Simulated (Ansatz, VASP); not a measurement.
# Al2O3: VASP beside Ansatz

```xyz
10
Lattice="2.3866 1.3779 4.3378 -2.3866 1.3779 4.3378 0.0000 -2.7558 4.3378" Properties=species:S:1:pos:R:3 pbc="T T T"
Al    0.0000    0.0000    4.5813
Al    0.0000    0.0000    1.9254
Al    0.0000    0.0000    8.4321
Al    0.0000    0.0000   11.0880
O    -0.9268    1.3779    7.5911
O    -0.7299   -1.4916    7.5911
O     1.6567    0.1136    7.5911
O     0.9268   -1.3779    5.4222
O     0.7299    1.4916    5.4222
O    -1.6567   -0.1136    5.4222
```

Alike in both runs: functional PBEsol; k mesh 6 × 6 × 6; occupations fermi-dirac, width 0.02 eV; no spin polarisation.

Ansatz relaxed the structure, and its values are those at the end. VASP's run is a single point on that final structure, the one shown.

|  | VASP | Ansatz |
| --- | --- | --- |
| version | VASP 6.6.1 | Ansatz 0.2.0 |
| potentials or method | VASP PAW PBE potentials, release 64 (Al, O), cutoff 520 eV | PAW plane waves |
| valence electrons in the cell | 48 | 48 |

VASP gave:

```
gap on the k mesh at the Fermi level (eV) : 6.04
pressure (GPa)                            : 0.2
```

Problem. Estimate Ansatz's values.

Solution. gap on the k mesh at the Fermi level (eV): 6.04; pressure (GPa): 0.0.

VASP's potentials were made for PBE, not for PBEsol, and Ansatz warns of the same on its side.
